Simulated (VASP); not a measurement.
# Si (a cell with a defect) in VASP: notebook

Si (a cell with a defect) is run at these levels: PBEsol; tasks: single point.

Program: VASP 6.6.1. These are calculated values, not measurements. Logs are shortened: lines on timing, memory, paths and dates and some standing lists are left out, and cuts for length are marked.

### 1 The cell of the first run

The cell holds a defect, 17 atoms: a = 7.679 Å, b = 7.679 Å, c = 7.679 Å, α = 60.00°, β = 60.00°, γ = 60.00°.

### 2 Single point, PBEsol

Contents of INCAR:

```
SYSTEM = Si
PREC     = Accurate       ! precision mode
ENCUT    = 520            ! plane-wave cutoff, eV
EDIFF    = 1E-6           ! SCF threshold, eV
ISMEAR   = 0              ! smearing method
SIGMA    = 0.02           ! smearing width, eV
LREAL    = Auto         
LASPH    = .TRUE.         ! aspherical terms in the spheres
NELM     = 60             ! most SCF steps
ALGO     = Normal         ! electronic algorithm
ISIF     = 2              ! what is computed and relaxed
LWAVE    = .FALSE.        ! write WAVECAR
LCHARG   = .TRUE.         ! write CHGCAR
GGA      = PS             ! functional
LELF     = .TRUE.         ! ELF
LVHAR    = .TRUE.       
NBANDS   = 48             ! bands
```

Contents of KPOINTS:

```
Automatic mesh
0
G
  2 2 2
  0 0 0
```

Contents of POSCAR:

```
Si
1.0
    0.0000000000      5.4300000000      5.4300000000
    5.4300000000      0.0000000000      5.4300000000
    5.4300000000      5.4300000000      0.0000000000
Si
17
Direct
   -0.0013201235      0.0004419159      0.0004433861
    0.1279680229      0.1217966278      0.1221286460
    0.0021955107     -0.0066257752      0.5021668292
    0.1281173008      0.1220066620      0.6280140296
    0.0017472704      0.5017637333     -0.0053007644
    0.1280135162      0.6280793013      0.1221923376
    0.0024116510      0.5024444610      0.5023744710
    0.1252067480      0.6247011123      0.6259717104
    0.5003557159      0.0003524603      0.0003560801
    0.6249607353      0.1250574446      0.1248143682
    0.5005042531      0.0005018556      0.4984988314
    0.6220214880      0.1218917343      0.6279230219
    0.5004038092      0.4987992905      0.0004031696
    0.6218655792      0.6279968832      0.1220675436
    0.4939008325      0.5020365489      0.5019912321
    0.6220821310      0.6281395328      0.6279708254
    0.8752367591      0.3746834113      0.3760492823
```

Potentials or basis: VASP PAW PBE potentials, release 64 (Si).

Launch:

```
$ cat potpaw_PBE.64/Si/POTCAR > POTCAR
$ mpirun -np 1 vasp_std > vasp.out
```

OUTCAR:

```text
SYSTEM = Si
   PREC = Accurate
   ENCUT = 520
   EDIFF = 1E-6
   ISMEAR = 0
   LREAL = Auto
   LASPH = .TRUE.
   NELM = 60
   ISIF = 2
   GGA = PS

 ion  position               nearest neighbor table
   1  0.999  0.000  0.000-   2 2.33   6 2.33   4 2.34  10 2.34
   2  0.128  0.122  0.122-   1 2.33   9 2.34   5 2.38   3 2.38  17 2.75
   3  0.002  0.993  0.502-   8 2.31   2 2.38  12 2.38   4 2.39  17 2.39
   4  0.128  0.122  0.628-  11 2.34   1 2.34   3 2.39   7 2.39  17 2.74
   5  0.002  0.502  0.995-   8 2.31  14 2.38   2 2.38   6 2.38  17 2.39
   6  0.128  0.628  0.122-   1 2.33  13 2.34   5 2.38   7 2.38  17 2.75
   7  0.002  0.502  0.502-   8 2.31   6 2.38  16 2.38   4 2.39  17 2.39
   8  0.125  0.625  0.626-   7 2.31   3 2.31  15 2.31   5 2.31
   9  0.500  0.000  0.000-  14 2.33   2 2.34  12 2.34  10 2.34
  10  0.625  0.125  0.125-  11 2.34   1 2.34  13 2.34   9 2.34
  11  0.501  0.001  0.498-  12 2.33  16 2.33   4 2.34  10 2.34
  12  0.622  0.122  0.628-  11 2.33   9 2.34  15 2.38   3 2.38  17 2.75
  13  0.500  0.499  0.000-  14 2.33   6 2.34  16 2.34  10 2.34
  14  0.622  0.628  0.122-  13 2.33   9 2.33   5 2.38  15 2.38  17 2.75
  15  0.494  0.502  0.502-   8 2.31  14 2.38  12 2.38  16 2.38  17 2.39
  16  0.622  0.628  0.628-  11 2.33  13 2.34  15 2.38   7 2.38  17 2.74
  17  0.875  0.375  0.376-   7 2.39   3 2.39  15 2.39   5 2.39   4 2.74  16 2.74  12 2.75   6 2.75
                             2 2.75  14 2.75

  LATTYP: Found a face centered cubic cell.
 ALAT       =    10.8600000000

  Lattice vectors:

 A1 = (   0.0000000000,   5.4300000000,   5.4300000000)
 A2 = (   5.4300000000,   0.0000000000,   5.4300000000)
 A3 = (   5.4300000000,   5.4300000000,   0.0000000000)

Analysis of symmetry for initial positions (statically):
=====================================================================
 Subroutine PRICEL returns:
 Original cell was already a primitive cell.

 Routine SETGRP: Setting up the symmetry group for a
 face centered cubic supercell.

 Subroutine GETGRP returns: Found  1 space group operations
 (whereof  1 operations were pure point group operations)
 out of a pool of 48 trial point group operations.

The static configuration has the point symmetry C_1 .

Analysis of symmetry for dynamics (positions and initial velocities):
=====================================================================
 Subroutine PRICEL returns:
 Original cell was already a primitive cell.

 Routine SETGRP: Setting up the symmetry group for a
 face centered cubic supercell.

 Subroutine GETGRP returns: Found  1 space group operations
 (whereof  1 operations were pure point group operations)
 out of a pool of 48 trial point group operations.

The dynamic configuration has the point symmetry C_1 .

 Subroutine INISYM returns: Found  1 space group operations
 (whereof  1 operations are pure point group operations),
 and found     1 'primitive' translations

----------------------------------------------------------------------------------------

                                     Primitive cell

  volume of cell :     320.2060

  direct lattice vectors                    reciprocal lattice vectors
     0.000000000  5.430000000  5.430000000    -0.092081031  0.092081031  0.092081031
     5.430000000  0.000000000  5.430000000     0.092081031 -0.092081031  0.092081031
     5.430000000  5.430000000  0.000000000     0.092081031  0.092081031 -0.092081031

  length of vectors
     7.679179644  7.679179644  7.679179644     0.159489025  0.159489025  0.159489025

  position of ions in fractional coordinates (direct lattice)
     0.998679876  0.000441916  0.000443386
     0.127968023  0.121796628  0.122128646
     0.002195511  0.993374225  0.502166829
     0.128117301  0.122006662  0.628014030
     0.001747270  0.501763733  0.994699236
     0.128013516  0.628079301  0.122192338
[... 9 lines left out ...]
     0.622082131  0.628139533  0.627970825
     0.875236759  0.374683411  0.376049282

  ion indices of the primitive-cell ions
   primitive index   ion index
                 1           1
                 2           2
                 3           3
                 4           4
                 5           5
                 6           6
[... 9 lines left out ...]
                16          16
                17          17

----------------------------------------------------------------------------------------

 KPOINTS: Automatic mesh

Automatic generation of k-mesh.
 Grid dimensions read from file:
 generate k-points for:    2    2    2

 Generating k-lattice:

  Cartesian coordinates                     Fractional coordinates (reciprocal lattice)
    -0.046040516  0.046040516  0.046040516     0.500000000  0.000000000  0.000000000
     0.046040516 -0.046040516  0.046040516     0.000000000  0.500000000  0.000000000
     0.046040516  0.046040516 -0.046040516     0.000000000  0.000000000  0.500000000

  Length of vectors
     0.079744512  0.079744512  0.079744512

  Shift w.r.t. Gamma in fractional coordinates (k-lattice)
     0.000000000  0.000000000  0.000000000

 Subroutine IBZKPT returns following result:
 ===========================================

 Found      8 irreducible k-points:

 Following reciprocal coordinates:
            Coordinates               Weight
  0.000000  0.000000  0.000000      1.000000
  0.500000  0.000000  0.000000      1.000000
  0.000000  0.500000  0.000000      1.000000
  0.000000  0.000000  0.500000      1.000000
  0.500000  0.500000  0.500000      1.000000
  0.500000  0.500000  0.000000      1.000000
  0.000000  0.500000  0.500000      1.000000
  0.500000  0.000000  0.500000      1.000000
   k-points           NKPTS =      8   k-points in BZ     NKDIM =      8   number of bands    NBANDS=     48
   number of dos      NEDOS =    301   number of ions     NIONS =     17
   total plane-waves  NPLWV = 216000
   dimension x,y,z NGX =    60 NGY =   60 NGZ =   60
   dimension x,y,z NGXF=   120 NGYF=  120 NGZF=  120
   ions per type =              17
   NGX,Y,Z   is equivalent  to a cutoff of  12.99, 12.99, 12.99 a.u.
   NGXF,Y,Z  is equivalent  to a cutoff of  25.98, 25.98, 25.98 a.u.
 SYSTEM =  Si
   PREC   = accura    normal or accurate (medium, high low for compatibility)
   ISTART =      0    job   : 0-new  1-cont  2-samecut
   ICHARG =      2    charge: 1-file 2-atom 10-const
   ISPIN  =      1    spin polarized calculation?
   LNONCOLLINEAR =      F non collinear calculations
   LSORBIT =      F    spin-orbit coupling
   LASPH  =      T    aspherical Exc in radial PAW
   ENCUT  =  520.0 eV  38.22 Ry    6.18 a.u.  14.28 14.28 14.28*2*pi/ulx,y,z
   NELM   =     60;   NELMIN=  2; NELMDL= -5     # of ELM steps
   EDIFF  = 0.1E-05   stopping-criterion for ELM
   LREAL  =      T    real-space projection
   EDIFFG = 0.1E-04   stopping-criterion for IOM
   NSW    =      0    number of steps for IOM
   IBRION =     -1    ionic relax: 0-MD 1-quasi-New 2-CG
   NFREE  =      0    steps in history (QN), initial steepest desc. (CG)
   ISIF   =      2    stress and relaxation
   ISYM   =      2    0-nonsym 1-usesym 2-fastsym
   POTIM  = 0.5000    time-step for ionic-motion
   TEBEG  =    0.0;   TEEND  =   0.0 temperature during run
   PSTRESS=    0.0 pullay stress
   NELECT =      68.0000    total number of electrons
   NUPDOWN=      -1.0000    fix difference up-down
   EMIN   =  10.00;   EMAX   =-10.00  energy-range for DOS
   EFERMI =   0.00;   METHOD = LEGACY
   ISMEAR =     0;   SIGMA  =   0.02  broadening in eV -4-tet -1-fermi 0-gaus
   EFERMI_NEDOS =   21; number of points for ismear=-14 and -15
   IALGO  =     38    algorithm
   IMIX   =      4    mixing-type and parameters
     AMIX     =   0.40;   BMIX     =  1.00
     AMIX_MAG =   1.60;   BMIX_MAG =  1.00
  volume/ion in A,a.u.               =      18.84       127.11
  Fermi-wavevector in a.u.,A,eV,Ry     =   0.976715  1.845724 12.979587  0.953973
  Thomas-Fermi vector in A             =   2.107356
   LORBIT       =      0    0 simple, 1 ext, 2 COOP (PROOUT), +10 PAW based schemes
   GGA     = PS    functional components
   LHFCALC =     F    Hartree Fock is set to
   AEXX    =    0.0000 exact exchange contribution
   IVDW    =     0    specifies the selected vdW correction
   LEPSILON=     F    determine dielectric tensor
   LRPA    =     F    only Hartree local field effects (RPA)
 non-spin polarized calculation
 Gauss-broadening in eV      SIGMA  =   0.02
  energy-cutoff  :      520.00
  volume of cell :      320.21
 maximum number of plane-waves:      8646
 NGX is ok and might be reduce to    60
   NGX = 29   NGY = 29   NGZ = 29

 number of electron      68.0000001 magnetization

 Free energy of the ion-electron system (eV)
  ---------------------------------------------------
  ext. energy  EPLUGINS =         0.00000000
  ---------------------------------------------------
  free energy    TOTEN  =       -93.92163006 eV

  energy without entropy =      -93.91768538  energy(sigma->0) =      -93.91965772

 E-fermi :   6.8058     XC(G=0):  -9.8056

 val. band max:        6.5668701829   @ k =   0.0000   0.0000   0.0000
 cond. band min:       6.8119494872   @ k =   0.5000   0.5000   0.0000
 fundamental gap:      0.2450793043
 Fermi energy:         6.8057561606

 k-point     1 :       0.0000    0.0000    0.0000
  band No.  band energies     occupation
      1      -6.3872      2.00000
      2      -3.8271      2.00000
      3      -3.6833      2.00000
      4      -3.6826      2.00000
      5      -3.6820      2.00000
      6      -2.8692      2.00000
[... 38 lines left out ...]
     45       8.0241      0.00000
     46       8.9722      0.00000

 k-point     2 :       0.5000    0.0000    0.0000
  band No.  band energies     occupation
      1      -5.9854      2.00000
      2      -5.0176      2.00000
      3      -3.6282      2.00000
      4      -3.4882      2.00000
      5      -3.4856      2.00000
      6      -3.0047      2.00000
[... 286 lines left out ...]
 k-point     8 :       0.5000    0.0000    0.5000
  band No.  band energies     occupation
      1      -5.8520      2.00000
      2      -4.7874      2.00000
      3      -4.0462      2.00000
      4      -3.9384      2.00000
      5      -3.9376      2.00000
      6      -3.6821      2.00000
[... 38 lines left out ...]
     45      10.0340      0.00000
     46      10.0409      0.00000
 [bands above 46 left out]

------------------------ aborting loop because EDIFF is reached ----------------------------------------

  FORCE on cell =-STRESS in cart. coord.  units (eV):
  Direction    XX          YY          ZZ          XY          YZ          ZX
  --------------------------------------------------------------------------------------
  -------------------------------------------------------------------------------------
  Total        7.0260067      7.0260846      7.0254011     -0.0005521      0.0005326      0.0010469
  in kB       35.1552069     35.1555966     35.1521769     -0.0027623      0.0026651      0.0052385
  external PRESSURE =      35.1543268 kB  Pullay stress =       0.0000000 kB

 VOLUME and BASIS-vectors are now :
 -----------------------------------------------------------------------------
  energy-cutoff  :      520.00
  volume of cell :      320.21
      direct lattice vectors                 reciprocal lattice vectors
     0.000000000  5.430000000  5.430000000    -0.092081031  0.092081031  0.092081031
     5.430000000  0.000000000  5.430000000     0.092081031 -0.092081031  0.092081031
     5.430000000  5.430000000  0.000000000     0.092081031  0.092081031 -0.092081031

 POSITION                                       TOTAL-FORCE (eV/Angst)
 -----------------------------------------------------------------------------------
      0.00481      5.42524      5.42523         0.004341     -0.010257     -0.006405
      1.32451      1.35802      1.35622         0.012858      0.002326      0.001362
      8.12079      2.73869      5.40594         0.005470      0.007571      0.000731
      4.07261      4.10579      1.35817         0.001851     -0.013229     -0.001224
      8.12579      5.41070      2.73406        -0.010319     -0.007278      0.014108
      4.07397      1.35862      4.10558        -0.000372      0.001605     -0.012414
[... 9 lines left out ...]
      6.82068      6.78779      6.78870        -0.012775      0.002846     -0.001496
      4.07648      6.79448      6.78707        -0.001440     -0.002204     -0.000375
 -----------------------------------------------------------------------------------
    total drift:                               -0.004522     -0.009644      0.000313

  FREE ENERGIE OF THE ION-ELECTRON SYSTEM (eV)
  ---------------------------------------------------
  free  energy   TOTEN  =       -93.9216300575 eV

  energy  without entropy=      -93.9176853811  energy(sigma->0) =      -93.91965772
```

Wall time 6.8 min (1 thread of Intel Xeon 8259CL, shared host); peak memory 0.47 GiB.

What came out:

```
Free energy            : -93.9216 eV
Pressure               : 3.5 GPa
Largest force          : 0.019 eV/Å
Band gap on the k mesh : zero (bands 34 and 35 overlap by 0.25 eV)
```

Forces in eV/Å, atoms in the order of the input:
```
Si   0.004 -0.010 -0.006
Si   0.013  0.002  0.001
Si   0.005  0.008  0.001
Si   0.002 -0.013 -0.001
Si  -0.010 -0.007  0.014
Si   0.000  0.002 -0.012
Si  -0.003  0.000 -0.008
Si  -0.001 -0.002  0.000
Si   0.008  0.006  0.011
Si   0.000  0.000  0.000
Si  -0.007 -0.008  0.005
Si   0.003  0.004  0.012
Si  -0.011  0.004 -0.008
Si   0.001  0.014  0.001
Si   0.011  0.001 -0.007
Si  -0.013  0.003 -0.001
Si  -0.001 -0.002  0.000
```

Caveat: the k points lie up to 0.50 Å⁻¹ apart; the PAW data sets were made with another functional, which shifts forces and pressure a little.

### 3 Single point, PBEsol

Contents of INCAR:

```
SYSTEM = Si
PREC = Accurate ; ENCUT = 520
EDIFF = 1E-6 ; ISMEAR = 0
SIGMA = 0.02 ; LREAL = Auto
LASPH = .TRUE. ; NELM = 100
ALGO = Normal ; ISIF = 2
LWAVE = .FALSE. ; LCHARG = .TRUE.
GGA = PS ; LELF = .TRUE.
LVHAR = .TRUE. ; NBANDS = 48
```

Contents of KPOINTS:

```
regular mesh
0
G
  2 2 2
  0 0 0
```

Contents of POSCAR:

```
Si
1.0
    0.0000000000      5.4300000000      5.4300000000
    5.4300000000      0.0000000000      5.4300000000
    5.4300000000      5.4300000000      0.0000000000
Si
17
Direct
    0.0004867180     -0.0003619817     -0.0001678403
    0.1235386207      0.1225720360      0.1225993563
   -0.0024681699     -0.0030258446      0.5026756943
    0.1234295444      0.1227288708      0.6310839804
   -0.0024910443      0.5026235934     -0.0030065982
    0.1233993913      0.6308943448      0.1228520286
   -0.0025578842      0.5027252443      0.5028323773
    0.1265805023      0.6244081447      0.6244706555
    0.5036809824     -0.0034475661     -0.0034096469
    0.6317523560      0.1225399172      0.1227118454
    0.5035558629     -0.0032795412      0.5028953998
    0.6252820014      0.1262760386      0.6240807863
    0.5035014739      0.5027196972     -0.0031453608
    0.6252636865      0.6240037416      0.1262813235
    0.5003279684      0.4998542535      0.4998809258
    0.6252057360      0.6241594423      0.6243267627
    1.2506949242      0.2495702691      0.2497610504
```

Potentials or basis: VASP PAW PBE potentials, release 64 (Si).

Launch:

```
$ cat potpaw_PBE.64/Si/POTCAR > POTCAR
$ mpirun -np 1 vasp_std > vasp.out
```

Wall time 6.7 min (1 thread of Intel Xeon 8259CL, shared host); peak memory 0.47 GiB.

Results (log left out):

| Quantity | Value |
| --- | --- |
| Free energy | -93.9216 eV |
| Pressure | 3.5 GPa |
| Largest force | 0.020 eV/Å |
| Band gap on the k mesh | zero (bands 34 and 35 overlap by 0.25 eV) |

Forces in eV/Å, atoms in the order of the input:
```
Si   0.003 -0.001  0.000
Si  -0.008 -0.005 -0.006
Si  -0.011  0.009  0.005
Si   0.005  0.009 -0.007
Si  -0.010  0.006  0.008
Si   0.006 -0.007  0.010
Si  -0.008  0.008  0.007
Si   0.000  0.003  0.006
Si   0.006  0.005  0.002
Si  -0.009  0.009  0.009
Si  -0.007 -0.005  0.001
Si   0.008 -0.004 -0.015
Si  -0.007  0.003 -0.004
Si   0.011 -0.015 -0.003
Si   0.004 -0.003 -0.002
Si   0.016 -0.010 -0.006
Si   0.002 -0.003 -0.003
```

Levels at points of the mesh, in eV from the Fermi level:
```
           k point  band 30  band 31  band 32  band 33  band 34  band 35  band 36  band 37  band 38  band 39
(0.00, 0.00, 0.00)    -1.69    -0.78    -0.78    -0.77    -0.25    -0.24    -0.24     0.04     0.04     0.42
(0.50, 0.00, 0.00)    -1.52    -1.52    -1.37    -1.37    -0.34     0.51     0.51     0.86     0.87     1.28
(0.00, 0.50, 0.00)    -1.52    -1.52    -1.37    -1.37    -0.34     0.51     0.51     0.86     0.87     1.28
(0.00, 0.00, 0.50)    -1.52    -1.52    -1.37    -1.37    -0.34     0.51     0.51     0.86     0.87     1.28
(0.50, 0.50, 0.50)    -1.52    -1.52    -1.37    -1.37    -0.34     0.51     0.51     0.86     0.87     1.28
(0.50, 0.50, 0.00)    -1.96    -1.96    -1.83    -0.97     0.01     0.71     1.03     1.03     1.13     1.89
(0.00, 0.50, 0.50)    -1.96    -1.96    -1.83    -0.97     0.01     0.71     1.03     1.04     1.13     1.89
(0.50, 0.00, 0.50)    -1.96    -1.96    -1.83    -0.97     0.01     0.71     1.03     1.04     1.13     1.89
```

Caveat: the k points lie up to 0.50 Å⁻¹ apart; the PAW data sets were made with another functional, which shifts forces and pressure a little.

(Part 1 of 2 ends here.)

The gap in the log of VASP goes by the Fermi energy; the results here count the filled bands.